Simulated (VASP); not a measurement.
Wanted: the native input for a VASP 6.6.1 run.

```
Task                    : density of states
Functional              : LDA
Potentials or basis     : VASP PAW LDA potentials, release 64 (Ir, P)
Cutoff                  : 400 eV
k mesh                  : 14 × 14 × 14
Occupations             : fermi-dirac, width 0.08 eV
Spin                    : no spin polarisation
Dipole correction       : no
k mesh for the DOS      : 21 × 21 × 21
Occupations for the DOS : tetrahedron
Further INCAR settings  : ALGO = Normal; EDIFF = 1e-06; NBANDS = 14
```

PIr (rocksalt type):

```
Ir P
1.0
     0.00000    2.34263    2.34263
     2.34263    0.00000    2.34263
     2.34263    2.34263    0.00000
Ir P
1 1
Direct
  0.00000 0.00000 0.00000
  0.50000 0.50000 0.50000
```

This cell differs from its parent crystal: volume scaled by 0.9.

One way to write it, as run:

POSCAR

```
PIr
1.0
    0.0000000000      2.3426303038      2.3426303038
    2.3426303038      0.0000000000      2.3426303038
    2.3426303038      2.3426303038      0.0000000000
Ir P
1 1
Direct
    0.0000000000      0.0000000000      0.0000000000
    0.5000000000      0.5000000000      0.5000000000
```

INCAR.step1

```
  PREC = Accurate
  ENCUT = 400
  EDIFF = 1E-6
  ISMEAR = -1
  SIGMA = 0.08
  LREAL = F
  LASPH = T
  NELM = 120
  ALGO = Normal
  ISIF = 2
  LWAVE = F
  LCHARG = T
  LMAXMIX = 4
  NBANDS = 14
  GGA_COMPAT = F
  NEDOS = 2001
  LORBIT = 11
```

KPOINTS.step1

```
regular mesh
0
Gamma
  14 14 14
```

INCAR.step2

```
  PREC = Accurate
  ENCUT = 400
  EDIFF = 1E-6
  ISMEAR = -5
  SIGMA = 0.08
  LREAL = F
  LASPH = T
  NELM = 120
  ALGO = Normal
  ISIF = 2
  LWAVE = F
  LCHARG = F
  LMAXMIX = 4
  LORBIT = 11
  NBANDS = 14
  NEDOS = 1001
  ICHARG = 11
  GGA_COMPAT = F
```

KPOINTS.step2

```
regular mesh
0
Gamma
  21 21 21
```

Potentials or basis: VASP PAW LDA potentials, release 64 (Ir, P).

Run with:

```bash
$ cat potpaw_LDA.64/Ir/POTCAR potpaw_LDA.64/P/POTCAR > POTCAR
$ cp INCAR.step1 INCAR
$ cp KPOINTS.step1 KPOINTS
$ mpirun -np 1 vasp_std > vasp.out
$ cp INCAR.step2 INCAR
$ cp KPOINTS.step2 KPOINTS
$ mpirun -np 1 vasp_std > vasp.out
```

It gave:

```json
{
  "Valence electrons inside the program's atomic spheres": "Ir 8.94; P 2.50"
}
```

Caveat: spin-orbit coupling is left out, which moves the levels of the heavy elements.

Wall time 28 s on 1 thread of Intel(R) Xeon(R) 6975P-C (Granite Rapids) (shared host), peak memory 0.19 GiB.
